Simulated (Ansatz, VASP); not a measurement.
One calculation of CaO, two programs

```
CELL_PARAMETERS angstrom
0.00000 2.35104 2.44900
2.35104 0.00000 2.44900
2.35104 2.35104 0.00000
ATOMIC_POSITIONS crystal
Ca 0.00000 0.00000 0.00000
O 0.50000 0.50000 0.50000
```

Change from the starting cell: strain -0.040 along x and y, +0.000 along z, atoms carried along.

Alike in both runs: task single point; functional r2SCAN; k mesh 8 × 8 × 8; occupations gaussian, width 0.05 eV; no spin polarisation.

```csv
,VASP,Ansatz
version,VASP 6.6.1,Ansatz 0.2.0
potentials or method,"VASP PAW PBE potentials, release 64 (Ca_sv, O), cutoff 520 eV","scalar-relativistic, plane waves, PAW"
valence electrons in the cell,16,16
```

```tsv
	VASP	Ansatz	Ansatz less VASP
gap on the k mesh at the Fermi level (eV)	4.11	4.12	+0.016
least direct gap on the mesh (eV)	4.50	4.51	+0.019
pressure (GPa)	3.8	2.6	-1.18
traceless stress, the component that is largest in VASP (GPa)	-5.20	-4.86	+0.346
```

VASP's potentials were made for PBE, not for r2SCAN. The functional is the same, so the differences come from potentials, cutoffs and numerics.
